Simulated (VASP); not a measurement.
# W (Im-3m) in VASP: further runs

W is run at these levels: BLYP+D4; tasks: single point.

All numbers are computed with VASP 6.6.1; they aren't measurements. Logs are shortened: lines on timing, memory, paths and dates and some standing lists are left out, and cuts for length are marked.

### 1 The cell of the first run

It takes space group Im-3m (No. 229, cubic). Conventional cell: a = 3.100 Å, b = 3.100 Å, c = 3.100 Å, α = 90.00°, β = 90.00°, γ = 90.00°. Within 3.5 Å of W (site symmetry m-3m) lie 14 W at 2.68 to 3.10 Å.

### 2 Single point, BLYP+D4

The input, INCAR:

```
  PREC = Accurate
  ENCUT = 520
  EDIFF = 1E-6
  ISMEAR = -1
  SIGMA = 0.05
  LREAL = False
  LASPH = True
  NELM = 80
  ALGO = Normal
  ISIF = 2
  LWAVE = False
  LCHARG = False
  GGA = B5
  ALDAX = 1.0
  AGGAX = 1.0
  AGGAC = 1.0
  ALDAC = 0.0
  IVDW = 13
  VDW_S6 = 1.0
  VDW_S8 = 2.34076671
  VDW_A1 = 0.44488865
  VDW_A2 = 4.0933009
  NBANDS = 13
```

The input, KPOINTS:

```
regular mesh
0
Gamma
  12 12 12
```

The input, POSCAR:

```
W
1.0
   -1.5500431812      1.5500431812      1.5500431812
    1.5500431812     -1.5500431812      1.5500431812
    1.5500431812      1.5500431812     -1.5500431812
W
1
Direct
    0.0000000000      0.0000000000      0.0000000000
```

Potentials or basis: VASP PAW PBE potentials, release 64 (W_sv).

Launch:

```bash
> cat potpaw_PBE.64/W_sv/POTCAR > POTCAR
> mpirun -np 1 vasp_std > vasp.out
```

OUTCAR:

```text
PREC = Accurate
   ENCUT = 520
   EDIFF = 1E-6
   ISMEAR = -1
   LREAL = False
   LASPH = True
   NELM = 80
   ISIF = 2
   GGA = B5
   IVDW = 13

 ion  position               nearest neighbor table
   1  0.000  0.000  0.000-

  LATTYP: Found a body centered cubic cell.
 ALAT       =     3.1000863624

  Lattice vectors:

 A1 = (  -1.5500431812,   1.5500431812,   1.5500431812)
 A2 = (   1.5500431812,  -1.5500431812,   1.5500431812)
 A3 = (   1.5500431812,   1.5500431812,  -1.5500431812)

Analysis of symmetry for initial positions (statically):
=====================================================================
 Subroutine PRICEL returns:
 Original cell was already a primitive cell.

 Routine SETGRP: Setting up the symmetry group for a
 body centered cubic supercell.

 Subroutine GETGRP returns: Found 48 space group operations
 (whereof 48 operations were pure point group operations)
 out of a pool of 48 trial point group operations.

The static configuration has the point symmetry O_h .

Analysis of symmetry for dynamics (positions and initial velocities):
=====================================================================
 Subroutine PRICEL returns:
 Original cell was already a primitive cell.

 Routine SETGRP: Setting up the symmetry group for a
 body centered cubic supercell.

 Subroutine GETGRP returns: Found 48 space group operations
 (whereof 48 operations were pure point group operations)
 out of a pool of 48 trial point group operations.

The dynamic configuration has the point symmetry O_h .

 Subroutine INISYM returns: Found 48 space group operations
 (whereof 48 operations are pure point group operations),
 and found     1 'primitive' translations

----------------------------------------------------------------------------------------

                                     Primitive cell

  volume of cell :      14.8967

  direct lattice vectors                    reciprocal lattice vectors
    -1.550043181  1.550043181  1.550043181     0.000000000  0.322571659  0.322571659
     1.550043181 -1.550043181  1.550043181     0.322571659  0.000000000  0.322571659
     1.550043181  1.550043181 -1.550043181     0.322571659  0.322571659  0.000000000

  length of vectors
     2.684753544  2.684753544  2.684753544     0.456185215  0.456185215  0.456185215

  position of ions in fractional coordinates (direct lattice)
     0.000000000  0.000000000  0.000000000

  ion indices of the primitive-cell ions
   primitive index   ion index
                 1           1

----------------------------------------------------------------------------------------

 KPOINTS: regular mesh

Automatic generation of k-mesh.
 Grid dimensions read from file:
 generate k-points for:   12   12   12

 Generating k-lattice:

  Cartesian coordinates                     Fractional coordinates (reciprocal lattice)
     0.000000000  0.026880972  0.026880972     0.083333333  0.000000000  0.000000000
     0.026880972  0.000000000  0.026880972     0.000000000  0.083333333  0.000000000
     0.026880972  0.026880972  0.000000000     0.000000000  0.000000000  0.083333333

  Length of vectors
     0.038015435  0.038015435  0.038015435

  Shift w.r.t. Gamma in fractional coordinates (k-lattice)
     0.000000000  0.000000000  0.000000000

 Subroutine IBZKPT returns following result:
 ===========================================

 Found     72 irreducible k-points:

 Following reciprocal coordinates:
            Coordinates               Weight
  0.000000  0.000000  0.000000      1.000000
  0.083333  0.000000  0.000000     12.000000
  0.166667  0.000000  0.000000     12.000000
  0.250000  0.000000  0.000000     12.000000
  0.333333  0.000000  0.000000     12.000000
  0.416667  0.000000  0.000000     12.000000
[... 16 lines left out ...]
  0.333333  0.083333  0.083333     24.000000
  0.416667  0.083333  0.083333     12.000000
 [... further k-points ...]
   k-points           NKPTS =     72   k-points in BZ     NKDIM =     72   number of bands    NBANDS=     13
   number of dos      NEDOS =    301   number of ions     NIONS =      1
   total plane-waves  NPLWV =   8000
   dimension x,y,z NGX =    20 NGY =   20 NGZ =   20
   dimension x,y,z NGXF=    40 NGYF=   40 NGZF=   40
   ions per type =               1
   NGX,Y,Z   is equivalent  to a cutoff of  12.38, 12.38, 12.38 a.u.
   NGXF,Y,Z  is equivalent  to a cutoff of  24.77, 24.77, 24.77 a.u.
 SYSTEM =  unknown system
   PREC   = accura    normal or accurate (medium, high low for compatibility)
   ISTART =      0    job   : 0-new  1-cont  2-samecut
   ICHARG =      2    charge: 1-file 2-atom 10-const
   ISPIN  =      1    spin polarized calculation?
   LNONCOLLINEAR =      F non collinear calculations
   LSORBIT =      F    spin-orbit coupling
   LASPH  =      T    aspherical Exc in radial PAW
   ENCUT  =  520.0 eV  38.22 Ry    6.18 a.u.   4.99  4.99  4.99*2*pi/ulx,y,z
   NELM   =     80;   NELMIN=  2; NELMDL= -5     # of ELM steps
   EDIFF  = 0.1E-05   stopping-criterion for ELM
   LREAL  =      F    real-space projection
   EDIFFG = 0.1E-04   stopping-criterion for IOM
   NSW    =      0    number of steps for IOM
   IBRION =     -1    ionic relax: 0-MD 1-quasi-New 2-CG
   NFREE  =      0    steps in history (QN), initial steepest desc. (CG)
   ISIF   =      2    stress and relaxation
   ISYM   =      2    0-nonsym 1-usesym 2-fastsym
   POTIM  = 0.5000    time-step for ionic-motion
   TEBEG  =    0.0;   TEEND  =   0.0 temperature during run
   PSTRESS=    0.0 pullay stress
   NELECT =      14.0000    total number of electrons
   NUPDOWN=      -1.0000    fix difference up-down
   EMIN   =  10.00;   EMAX   =-10.00  energy-range for DOS
   EFERMI =   0.00;   METHOD = LEGACY
   ISMEAR =    -1;   SIGMA  =   0.05  broadening in eV -4-tet -1-fermi 0-gaus
   EFERMI_NEDOS =   21; number of points for ismear=-14 and -15
   IALGO  =     38    algorithm
   IMIX   =      4    mixing-type and parameters
     AMIX     =   0.40;   BMIX     =  1.00
     AMIX_MAG =   1.60;   BMIX_MAG =  1.00
  volume/ion in A,a.u.               =      14.90       100.53
  Fermi-wavevector in a.u.,A,eV,Ry     =   1.603567  3.030302 34.986380  2.571426
  Thomas-Fermi vector in A             =   2.700209
   LORBIT       =      0    0 simple, 1 ext, 2 COOP (PROOUT), +10 PAW based schemes
   GGA     = B5    functional components
   LHFCALC =     F    Hartree Fock is set to
   AEXX    =    0.0000 exact exchange contribution
   IVDW    =    13    specifies the selected vdW correction
   LEPSILON=     F    determine dielectric tensor
   LRPA    =     F    only Hartree local field effects (RPA)
 non-spin polarized calculation
  energy-cutoff  :      520.00
  volume of cell :       14.90
 maximum number of plane-waves:       420
   NGX =  9   NGY =  9   NGZ =  9

 number of electron      13.9999999 magnetization

 Free energy of the ion-electron system (eV)
  ---------------------------------------------------
  ext. energy  EPLUGINS =         0.00000000
  ---------------------------------------------------
  free energy    TOTEN  =       -11.06505275 eV

  energy without entropy =      -11.06164408  energy(sigma->0) =      -11.06334841

 E-fermi :  12.9870     XC(G=0): -13.3334

 val. band max:       12.9123758312   @ k =   0.1667   0.0000   0.0000
 cond. band min:      12.9970632797   @ k =  -0.1667   0.2500   0.0833
 fundamental gap:      0.0846874485
 Fermi energy:        12.9870448493

 k-point     1 :       0.0000    0.0000    0.0000
  band No.  band energies     occupation
      1     -60.7390      2.00000
      2     -24.4597      2.00000
      3     -24.4597      2.00000
      4     -24.4597      2.00000
      5       3.1904      2.00000
      6      11.5286      2.00000
      7      11.5286      2.00000
      8      11.5286      2.00000
      9      15.3045      0.00000
     10      15.3045      0.00000
     11      27.7778      0.00000
     12      27.7778      0.00000
     13      27.7778      0.00000

 k-point     2 :       0.0833    0.0000    0.0000
  band No.  band energies     occupation
      1     -60.7268      2.00000
      2     -24.5774      2.00000
      3     -24.4959      2.00000
      4     -24.4604      2.00000
      5       3.5521      2.00000
      6      11.3116      2.00000
      7      11.4774      2.00000
      8      11.8812      2.00000
      9      14.9714      0.00000
     10      15.3061      0.00000
     11      28.0834      0.00000
     12      28.3834      0.00000
     13      28.6684      0.00000

 k-point     3 :       0.1667    0.0000    0.0000
  band No.  band energies     occupation
      1     -60.6936      2.00000
      2     -24.8904      2.00000
      3     -24.5936      2.00000
      4     -24.4624      2.00000
      5       4.5254      2.00000
      6      10.7683      2.00000
      7      11.2321      2.00000
      8      12.9124      1.63317
      9      14.5387      0.00000
     10      15.3485      0.00000
     11      28.6370      0.00000
     12      30.0855      0.00000
     13      30.4731      0.00000
[... 305 lines left out ...]
 k-point    23 :       0.3333    0.0833    0.0833
  band No.  band energies     occupation
      1     -60.5635      2.00000
      2     -25.8929      2.00000
      3     -25.0031      2.00000
      4     -24.5772      2.00000
      5       7.1232      2.00000
      6       9.1183      2.00000
      7      12.1305      2.00000
      8      15.4525      0.00000
      9      16.1720      0.00000
     10      20.1157      0.00000
     11      24.9933      0.00000
     12      26.1406      0.00000
     13      30.6390      0.00000

 k-point    24 :       0.4167    0.0833    0.0833
  band No.  band energies     occupation
      1     -60.5525      2.00000
      2     -25.9610      2.00000
      3     -25.0543      2.00000
      4     -24.5805      2.00000
      5       7.0477      2.00000
      6       9.0147      2.00000
      7      13.0446      0.48022
      8      15.4816      0.00000
      9      16.2987      0.00000
     10      21.0030      0.00000
     11      23.7920      0.00000
     12      25.6376      0.00000
     13      30.1397      0.00000

 [... further k-points ...]

------------------------ aborting loop because EDIFF is reached ----------------------------------------

  DFT-D4 for vdW energy calculation

  Edisp (eV):   -1.44276

  FORCE on cell =-STRESS in cart. coord.  units (eV):
  Direction    XX          YY          ZZ          XY          YZ          ZX
  --------------------------------------------------------------------------------------
  -------------------------------------------------------------------------------------
  Total       2.43427     2.43427     2.43427    -0.00000     0.00000    -0.00000
  in kB     261.81106   261.81106   261.81106    -0.00000     0.00000    -0.00000
  external pressure =      261.81 kB  Pullay stress =        0.00 kB

 VOLUME and BASIS-vectors are now :
 -----------------------------------------------------------------------------
  energy-cutoff  :      520.00
  volume of cell :       14.90
      direct lattice vectors                 reciprocal lattice vectors
    -1.550043181  1.550043181  1.550043181     0.000000000  0.322571659  0.322571659
     1.550043181 -1.550043181  1.550043181     0.322571659  0.000000000  0.322571659
     1.550043181  1.550043181 -1.550043181     0.322571659  0.322571659  0.000000000

 POSITION                                       TOTAL-FORCE (eV/Angst)
 -----------------------------------------------------------------------------------
      0.00000      0.00000      0.00000         0.000000     -0.000000      0.000000
 -----------------------------------------------------------------------------------
    total drift:                                0.000000     -0.000000      0.000000

  FREE ENERGIE OF THE ION-ELECTRON SYSTEM (eV)
  ---------------------------------------------------
  free  energy   TOTEN  =       -12.5078125534 eV

  energy  without entropy=      -12.5044038816  energy(sigma->0) =      -12.50610822
```

Wall time 8.9 s (1 thread of Intel Xeon Platinum 8559C (Emerald Rapids), shared host); peak memory 0.13 GiB.

Results:

```
Free energy                : -12.5078 eV
Pressure                   : 26.2 GPa
Band gap on the k mesh     : zero (band 7 reaches 18.48 eV, above the bottom of band 8 at 11.53 eV)
Dispersion energy per atom : -1.443 eV
```

Caveat: the PAW data sets were made with another functional, which shifts forces and pressure a little; spin-orbit coupling is left out, which moves the levels of the heavy elements; pairwise dispersion overbinds metals, which lowers pressure and volume.

### 3 Single point, BLYP+D4

This run uses another cell than the first one, of 15.21 Å³/atom, 1.021 times its volume.

The input, INCAR:

```
PREC     = Accurate       # precision mode
ENCUT    = 520            # plane-wave cutoff, eV
EDIFF    = 1E-7           # SCF threshold, eV
ISMEAR   = -1             # smearing method
SIGMA    = 0.05           # smearing width, eV
LREAL    = False          # projectors in reciprocal space
LASPH    = True           # aspherical terms in the spheres
NELM     = 60             # most SCF steps
ALGO     = Normal         # electronic algorithm
ISIF     = 2              # what is computed and relaxed
LWAVE    = False          # write WAVECAR
LCHARG   = False          # write CHGCAR
GGA      = B5             # functional
ALDAX    = 1.0          
AGGAX    = 1.0          
AGGAC    = 1.0          
ALDAC    = 0.0          
IVDW     = 13             # dispersion correction
VDW_S6   = 1.0          
VDW_S8   = 2.34076671   
VDW_A1   = 0.44488865   
VDW_A2   = 4.0933009    
NBANDS   = 13             # bands
```

The input, KPOINTS:

```
Automatic mesh
0
Gamma
  12 12 12
```

The input, POSCAR:

```
W
1.0
   -1.5609593379      1.5609593379      1.5609593379
    1.5609593379     -1.5609593379      1.5609593379
    1.5609593379      1.5609593379     -1.5609593379
W
1
Direct
    0.0000000000      0.0000000000      0.0000000000
```

Potentials or basis: VASP PAW PBE potentials, release 64 (W_sv).

Launch:

```bash
> cat potpaw_PBE.64/W_sv/POTCAR > POTCAR
> mpirun -np 1 vasp_std > vasp.out
```

Run time: 10 s. Hardware: 1 thread of Intel Xeon Platinum 8559C (Emerald Rapids), shared host; peak memory 0.13 GiB.

The run converged. Its results:

- Free energy: -12.5515 eV
- Pressure: 17.9 GPa
- Band gap on the k mesh: zero (band 7 reaches 18.00 eV, above the bottom of band 8 at 11.25 eV)
- Dispersion energy per atom: -1.413 eV

Levels at points of the mesh, in eV from the Fermi level:
```csv
k point,band 4,band 5,band 6,band 7,band 8,band 9,band 10,band 11
"(0.00, 0.00, 0.00)",-37.49,-9.68,-1.41,-1.41,-1.41,2.28,2.28,14.76
"(0.50, 0.00, 0.00)",-37.50,-6.51,-3.84,1.11,2.18,3.19,6.40,11.74
"(0.50, 0.50, 0.50)",-38.54,-6.16,-6.16,5.34,5.34,5.34,8.78,8.78
```

Caveat: the PAW data sets were made with another functional, which shifts forces and pressure a little; spin-orbit coupling is left out, which moves the levels of the heavy elements; pairwise dispersion overbinds metals, which lowers pressure and volume.
